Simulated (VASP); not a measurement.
# La (P6_3/mmc) in VASP: a series of runs

La is run at these levels: revPBE; tasks: single point, relaxation of cell and atoms.

Everything below comes from runs of VASP 6.6.1. Logs are shortened: lines on timing, memory, paths and dates and some standing lists are left out, and cuts for length are marked.

### Step 1. The cell of the first run

Symmetry: P6_3/mmc, No. 194, hexagonal system. The conventional cell has a = 3.986 Å, b = 3.986 Å, c = 6.398 Å, α = 90.00°, β = 90.00°, γ = 120.00°. Within 5.2 Å of La (site symmetry -6m2) lie 12 La at 3.94 to 3.99 Å.

### Step 2. Single point, revPBE (44.03 Å³/atom)

INCAR reads:

```
SYSTEM = La
PREC     = Accurate       ! precision mode
ENCUT    = 520            ! plane-wave cutoff, eV
EDIFF    = 1E-6           ! SCF threshold, eV
ISMEAR   = -1             ! smearing method
SIGMA    = 0.1            ! smearing width, eV
LREAL    = .False.        ! projectors in reciprocal space
LASPH    = .True.         ! aspherical terms in the spheres
NELM     = 100            ! most SCF steps
ALGO     = Normal         ! electronic algorithm
ISIF     = 2              ! what is computed and relaxed
LWAVE    = .False.        ! write WAVECAR
LCHARG   = .True.         ! write CHGCAR
GGA      = RE             ! functional
LELF     = .True.         ! ELF
LVHAR    = .True.       
NBANDS   = 18             ! bands
```

KPOINTS reads:

```
regular mesh
0
Gamma
  11 11 6
  0 0 0
```

POSCAR reads:

```
La
1.0
    3.9864629012      0.0000000000      0.0000000000
   -1.9932314506      3.4523781437      0.0000000000
    0.0000000000      0.0000000000      6.3982928915
La
2
Direct
    0.3333333333      0.6666666667      0.2500000000
    0.6666666667      0.3333333333      0.7500000000
```

Potentials or basis: VASP PAW PBE potentials, release 64 (La).

Command:

```
> cat potpaw_PBE.64/La/POTCAR > POTCAR
> mpirun -np 1 vasp_std > vasp.out
```

OUTCAR:

```text
SYSTEM = La
   PREC = Accurate
   ENCUT = 520
   EDIFF = 1E-6
   ISMEAR = -1
   LREAL = .False.
   LASPH = .True.
   NELM = 100
   ISIF = 2
   GGA = RE

 ion  position               nearest neighbor table
   1  0.333  0.667  0.250-
   2  0.667  0.333  0.750-

  LATTYP: Found a hexagonal cell.
 ALAT       =     3.9864629012
 C/A-ratio  =     1.6050050007

  Lattice vectors:

 A1 = (   3.9864629012,   0.0000000000,   0.0000000000)
 A2 = (  -1.9932314506,   3.4523781437,   0.0000000000)
 A3 = (   0.0000000000,   0.0000000000,   6.3982928915)

Analysis of symmetry for initial positions (statically):
=====================================================================
 Subroutine PRICEL returns:
 Original cell was already a primitive cell.

 Routine SETGRP: Setting up the symmetry group for a
 hexagonal supercell.

 Subroutine GETGRP returns: Found 24 space group operations
 (whereof 12 operations were pure point group operations)
 out of a pool of 24 trial point group operations.

The static configuration has the point symmetry D_3d.
 The point group associated with its full space group is D_6h.

Analysis of symmetry for dynamics (positions and initial velocities):
=====================================================================
 Subroutine PRICEL returns:
 Original cell was already a primitive cell.

 Routine SETGRP: Setting up the symmetry group for a
 hexagonal supercell.

 Subroutine GETGRP returns: Found 24 space group operations
 (whereof 12 operations were pure point group operations)
 out of a pool of 24 trial point group operations.

The dynamic configuration has the point symmetry D_3d.
 The point group associated with its full space group is D_6h.

 Subroutine INISYM returns: Found 24 space group operations
 (whereof 12 operations are pure point group operations),
 and found     1 'primitive' translations

----------------------------------------------------------------------------------------

                                     Primitive cell

  volume of cell :      88.0583

  direct lattice vectors                    reciprocal lattice vectors
     3.986462901  0.000000000  0.000000000     0.250848942  0.144827704  0.000000000
    -1.993231451  3.452378144  0.000000000     0.000000000  0.289655408  0.000000000
     0.000000000  0.000000000  6.398292891     0.000000000  0.000000000  0.156291689

  length of vectors
     3.986462901  3.986462901  6.398292891     0.289655408  0.289655408  0.156291689

  position of ions in fractional coordinates (direct lattice)
     0.333333333  0.666666667  0.250000000
     0.666666667  0.333333333  0.750000000

  ion indices of the primitive-cell ions
   primitive index   ion index
                 1           1
                 2           2

----------------------------------------------------------------------------------------

 KPOINTS: regular mesh

Automatic generation of k-mesh.
 Grid dimensions read from file:
 generate k-points for:   11   11    6

 Generating k-lattice:

  Cartesian coordinates                     Fractional coordinates (reciprocal lattice)
     0.022804449  0.013166155  0.000000000     0.090909091 -0.000000000  0.000000000
     0.000000000  0.026332310  0.000000000     0.000000000  0.090909091  0.000000000
     0.000000000  0.000000000  0.026048615     0.000000000  0.000000000  0.166666667

  Length of vectors
     0.026332310  0.026332310  0.026048615

  Shift w.r.t. Gamma in fractional coordinates (k-lattice)
     0.000000000  0.000000000  0.000000000

 Subroutine IBZKPT returns following result:
 ===========================================

 Found     64 irreducible k-points:

 Following reciprocal coordinates:
            Coordinates               Weight
  0.000000  0.000000  0.000000      1.000000
  0.090909  0.000000  0.000000      6.000000
  0.181818  0.000000  0.000000      6.000000
  0.272727  0.000000  0.000000      6.000000
  0.363636  0.000000  0.000000      6.000000
  0.454545  0.000000  0.000000      6.000000
[... 16 lines left out ...]
  0.090909  0.090909  0.166667     12.000000
  0.181818  0.090909  0.166667     24.000000
 [... further k-points ...]
   k-points           NKPTS =     64   k-points in BZ     NKDIM =     64   number of bands    NBANDS=     18
   number of dos      NEDOS =    301   number of ions     NIONS =      2
   total plane-waves  NPLWV =  43200
   dimension x,y,z NGX =    30 NGY =   30 NGZ =   48
   dimension x,y,z NGXF=    60 NGYF=   60 NGZF=   96
   ions per type =               2
   NGX,Y,Z   is equivalent  to a cutoff of  12.51, 12.51, 12.47 a.u.
   NGXF,Y,Z  is equivalent  to a cutoff of  25.02, 25.02, 24.94 a.u.
 SYSTEM =  La
   PREC   = accura    normal or accurate (medium, high low for compatibility)
   ISTART =      0    job   : 0-new  1-cont  2-samecut
   ICHARG =      2    charge: 1-file 2-atom 10-const
   ISPIN  =      1    spin polarized calculation?
   LNONCOLLINEAR =      F non collinear calculations
   LSORBIT =      F    spin-orbit coupling
   LASPH  =      T    aspherical Exc in radial PAW
   ENCUT  =  520.0 eV  38.22 Ry    6.18 a.u.   7.41  7.41 11.90*2*pi/ulx,y,z
   NELM   =    100;   NELMIN=  2; NELMDL= -5     # of ELM steps
   EDIFF  = 0.1E-05   stopping-criterion for ELM
   LREAL  =      F    real-space projection
   EDIFFG = 0.1E-04   stopping-criterion for IOM
   NSW    =      0    number of steps for IOM
   IBRION =     -1    ionic relax: 0-MD 1-quasi-New 2-CG
   NFREE  =      0    steps in history (QN), initial steepest desc. (CG)
   ISIF   =      2    stress and relaxation
   ISYM   =      2    0-nonsym 1-usesym 2-fastsym
   POTIM  = 0.5000    time-step for ionic-motion
   TEBEG  =    0.0;   TEEND  =   0.0 temperature during run
   PSTRESS=    0.0 pullay stress
   NELECT =      22.0000    total number of electrons
   NUPDOWN=      -1.0000    fix difference up-down
   EMIN   =  10.00;   EMAX   =-10.00  energy-range for DOS
   EFERMI =   0.00;   METHOD = LEGACY
   ISMEAR =    -1;   SIGMA  =   0.10  broadening in eV -4-tet -1-fermi 0-gaus
   EFERMI_NEDOS =   21; number of points for ismear=-14 and -15
   IALGO  =     38    algorithm
   IMIX   =      4    mixing-type and parameters
     AMIX     =   0.40;   BMIX     =  1.00
     AMIX_MAG =   1.60;   BMIX_MAG =  1.00
  volume/ion in A,a.u.               =      44.03       297.12
  Fermi-wavevector in a.u.,A,eV,Ry     =   1.031080  1.948458 14.464704  1.063126
  Thomas-Fermi vector in A             =   2.165210
   LORBIT       =      0    0 simple, 1 ext, 2 COOP (PROOUT), +10 PAW based schemes
   GGA     = RE    functional components
   LHFCALC =     F    Hartree Fock is set to
   AEXX    =    0.0000 exact exchange contribution
   IVDW    =     0    specifies the selected vdW correction
   LEPSILON=     F    determine dielectric tensor
   LRPA    =     F    only Hartree local field effects (RPA)
 non-spin polarized calculation
  energy-cutoff  :      520.00
  volume of cell :       88.06
 maximum number of plane-waves:      2406
 NGX is ok and might be reduce to    30
   NGX = 15   NGY = 15   NGZ = 23

 number of electron      21.9999998 magnetization

 Free energy of the ion-electron system (eV)
  ---------------------------------------------------
  ext. energy  EPLUGINS =         0.00000000
  ---------------------------------------------------
  free energy    TOTEN  =        -9.15840406 eV

  energy without entropy =       -9.01083286  energy(sigma->0) =       -9.08461846

 E-fermi :   6.4057     XC(G=0):  -8.8296

 val. band max:        6.3996410733   @ k =   0.2727   0.0909   0.5000
 cond. band min:       6.4264032971   @ k =   0.2727   0.1818   0.0000
 fundamental gap:      0.0267622238
 Fermi energy:         6.4056524550

 k-point     1 :       0.0000    0.0000    0.0000
  band No.  band energies     occupation
      1     -26.7493      2.00000
      2     -26.6461      2.00000
      3     -10.8434      2.00000
      4     -10.1409      2.00000
      5     -10.1409      2.00000
      6     -10.0240      2.00000
[... 10 lines left out ...]
     17       7.8165      0.00000
     18       7.8459      0.00000

 k-point     2 :       0.0909    0.0000    0.0000
  band No.  band energies     occupation
      1     -26.7428      2.00000
      2     -26.6433      2.00000
      3     -10.8224      2.00000
      4     -10.1903      2.00000
      5     -10.1568      2.00000
      6     -10.0753      2.00000
[... 10 lines left out ...]
     17       7.8299      0.00000
     18       7.8385      0.00000

 k-point     3 :       0.1818    0.0000    0.0000
  band No.  band energies     occupation
      1     -26.7249      2.00000
      2     -26.6360      2.00000
      3     -10.7625      2.00000
      4     -10.3220      2.00000
      5     -10.2078      2.00000
      6     -10.1976      2.00000
[... 10 lines left out ...]
     17       7.8652      0.00000
     18       7.9008      0.00000

 k-point     4 :       0.2727    0.0000    0.0000
  band No.  band energies     occupation
      1     -26.7001      2.00000
      2     -26.6276      2.00000
      3     -10.6736      2.00000
      4     -10.4921      2.00000
      5     -10.3716      2.00000
      6     -10.2483      2.00000
[... 10 lines left out ...]
     17       7.8963      0.00000
     18       7.9046      0.00000

 k-point     5 :       0.3636    0.0000    0.0000
  band No.  band energies     occupation
      1     -26.6750      2.00000
      2     -26.6220      2.00000
      3     -10.6456      2.00000
      4     -10.5729      2.00000
      5     -10.5139      2.00000
      6     -10.2928      2.00000
[... 10 lines left out ...]
     17       7.8786      0.00000
     18       7.9117      0.00000

 k-point     6 :       0.4545    0.0000    0.0000
  band No.  band energies     occupation
      1     -26.6577      2.00000
      2     -26.6211      2.00000
      3     -10.7352      2.00000
      4     -10.5955      2.00000
      5     -10.4927      2.00000
      6     -10.3186      2.00000
[... 10 lines left out ...]
     17       7.9027      0.00000
     18       7.9284      0.00000

 k-point     7 :       0.0909    0.0909    0.0000
  band No.  band energies     occupation
      1     -26.7306      2.00000
      2     -26.6382      2.00000
      3     -10.7819      2.00000
      4     -10.2698      2.00000
      5     -10.2166      2.00000
      6     -10.1390      2.00000
[... 10 lines left out ...]
     17       7.8820      0.00000
     18       7.8915      0.00000

 k-point     8 :       0.1818    0.0909    0.0000
  band No.  band energies     occupation
      1     -26.7092      2.00000
      2     -26.6304      2.00000
      3     -10.7072      2.00000
      4     -10.4086      2.00000
      5     -10.3397      2.00000
      6     -10.2112      2.00000
[... 10 lines left out ...]
     17       7.8574      0.00000
     18       7.9313      0.00000
[... 229 lines left out ...]
     17       7.8621      0.00000
     18       7.8871      0.00000

 k-point    20 :       0.2727    0.0000    0.1667
  band No.  band energies     occupation
      1     -26.6953      2.00000
      2     -26.6325      2.00000
      3     -10.6750      2.00000
      4     -10.4563      2.00000
      5     -10.3963      2.00000
      6     -10.2371      2.00000
[... 10 lines left out ...]
     17       7.8586      0.00000
     18       7.8896      0.00000

 k-point    21 :       0.3636    0.0000    0.1667
  band No.  band energies     occupation
      1     -26.6715      2.00000
      2     -26.6256      2.00000
      3     -10.7021      2.00000
      4     -10.5647      2.00000
      5     -10.4657      2.00000
      6     -10.2805      2.00000
[... 10 lines left out ...]
     17       7.8947      0.00000
     18       7.9062      0.00000

 k-point    22 :       0.4545    0.0000    0.1667
  band No.  band energies     occupation
      1     -26.6553      2.00000
      2     -26.6236      2.00000
      3     -10.7681      2.00000
      4     -10.6383      2.00000
      5     -10.4272      2.00000
      6     -10.3056      2.00000
[... 10 lines left out ...]
     17       7.9025      0.00000
     18       7.9173      0.00000

 k-point    23 :       0.0909    0.0909    0.1667
  band No.  band energies     occupation
      1     -26.7245      2.00000
      2     -26.6445      2.00000
      3     -10.7412      2.00000
      4     -10.2556      2.00000
      5     -10.2258      2.00000
      6     -10.1600      2.00000
[... 10 lines left out ...]
     17       7.8565      0.00000
     18       7.8962      0.00000

 k-point    24 :       0.1818    0.0909    0.1667
  band No.  band energies     occupation
      1     -26.7040      2.00000
      2     -26.6357      2.00000
      3     -10.6885      2.00000
      4     -10.3893      2.00000
      5     -10.3524      2.00000
      6     -10.2177      2.00000
[... 10 lines left out ...]
     17       7.8609      0.00000
     18       7.9032      0.00000

 [... further k-points ...]

------------------------ aborting loop because EDIFF is reached ----------------------------------------

  FORCE on cell =-STRESS in cart. coord.  units (eV):
  Direction    XX          YY          ZZ          XY          YZ          ZX
  --------------------------------------------------------------------------------------
  -------------------------------------------------------------------------------------
  Total       -1.2441460     -1.2441460     -1.3870808      0.0000000     -0.0000000      0.0000000
  in kB      -22.6366277    -22.6366277    -25.2372562      0.0000000     -0.0000000      0.0000000
  external PRESSURE =     -23.5035039 kB  Pullay stress =       0.0000000 kB

 VOLUME and BASIS-vectors are now :
 -----------------------------------------------------------------------------
  energy-cutoff  :      520.00
  volume of cell :       88.06
      direct lattice vectors                 reciprocal lattice vectors
     3.986462901  0.000000000  0.000000000     0.250848942  0.144827704  0.000000000
    -1.993231451  3.452378144  0.000000000     0.000000000  0.289655408  0.000000000
     0.000000000  0.000000000  6.398292891     0.000000000  0.000000000  0.156291689

 POSITION                                       TOTAL-FORCE (eV/Angst)
 -----------------------------------------------------------------------------------
     -0.00000      2.30159      1.59957        -0.000000     -0.000000      0.000000
      1.99323      1.15079      4.79872         0.000000      0.000000      0.000000
 -----------------------------------------------------------------------------------
    total drift:                               -0.000000      0.000000     -0.000000

  FREE ENERGIE OF THE ION-ELECTRON SYSTEM (eV)
  ---------------------------------------------------
  free  energy   TOTEN  =        -9.1584040609 eV

  energy  without entropy=       -9.0108328577  energy(sigma->0) =       -9.08461846
```

Run time: 73 s. Hardware: 1 thread of Intel Xeon 6975P-C (Granite Rapids), shared host; peak memory 0.26 GiB.

Results:

```yaml
Free_energy: -9.1584 eV
Pressure: -2.4 GPa
Band_gap_on_the_k_mesh: zero (bands 11 and 12 overlap by 1.24 eV)
```

Levels at points of the mesh, in eV from the Fermi level:
```
           k point  band 7  band 8  band 9  band 10  band 11  band 12  band 13  band 14  band 15  band 16
(0.00, 0.00, 0.00)  -16.43  -16.40   -3.19    -1.54     1.03     1.21     1.21     1.30     1.30     1.36
(0.00, 0.00, 0.50)  -16.49  -16.49   -1.99    -1.99     0.51     0.51     1.26     1.26     1.26     1.29
```

Caveat: the PAW data sets were made with another functional, which shifts forces and pressure a little; spin-orbit coupling is left out, which moves the levels of the heavy elements.

[end of part 1 of 2]

The gap in the log of VASP goes by the Fermi energy; the results here count the filled bands.